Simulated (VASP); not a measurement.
Here is a VASP 6.6.1 calculation.

File POSCAR:

```
TaN
1.0
    2.9499276979      0.0000000000      0.0000000000
   -1.4749638490      2.5547123257      0.0000000000
    0.0000000000      0.0000000000      2.8982382384
Ta N
1 1
Direct
    0.3333333333      0.6666666667      0.5000000000
    0.0000000000      0.0000000000      0.0000000000
```

INCAR.step1

```
PREC = Accurate ; ENCUT = 600
ISMEAR = -1 ; SIGMA = 0.02
LREAL = False ; LASPH = True
NELM = 100 ; GGA = PE
ALGO = Normal ; EDIFF = 1E-4
LWAVE = True ; LCHARG = False
```

The input INCAR.step2:

```
PREC = Accurate ; ENCUT = 600
EDIFF = 1E-6 ; ISMEAR = -1
SIGMA = 0.02 ; LREAL = False
LASPH = True ; NELM = 100
ALGO = Normal ; ISIF = 3
LWAVE = False ; LCHARG = False
METAGGA = R2SCAN ; LMIXTAU = True
IBRION = 2 ; NSW = 80
EDIFFG = -0.005 ; ISTART = 1
```

The input KPOINTS:

```
Automatic mesh
0
Gamma
  12 12 8
```

Potentials or basis: VASP PAW PBE potentials, release 64 (Ta_pv, N).

Run with:

```console
$ cat potpaw_PBE.64/Ta_pv/POTCAR potpaw_PBE.64/N/POTCAR > POTCAR
$ cp INCAR.step1 INCAR
$ mpirun -np 1 vasp_std > vasp.out
$ cp INCAR.step2 INCAR
$ mpirun -np 1 vasp_std > vasp.out
```

Q: Estimate the relaxed cell.

A: a = 2.940 Å, b = 2.940 Å, c = 2.889 Å, α = 90.00°, β = 90.00°, γ = 120.00°.

Q: What does it give for the space group after relaxing (to 0.1 Å)?

A: P-6m2 (No. 187).

Step by step:
```csv
step,energy change (eV),largest force (eV/Å),pressure (GPa),volume (Å³)
1,0.0000,0.0000,-3.39,21.84
2,0.0122,0.0000,9.14,21.12
3,-0.0022,0.0000,-0.03,21.64
4,-0.0022,0.0000,0.02,21.63
5,-0.0022,0.0000,0.05,21.63
6,-0.0022,0.0000,0.04,21.63
```

Caveat: the PAW data sets were made with another functional, which shifts forces and pressure a little.
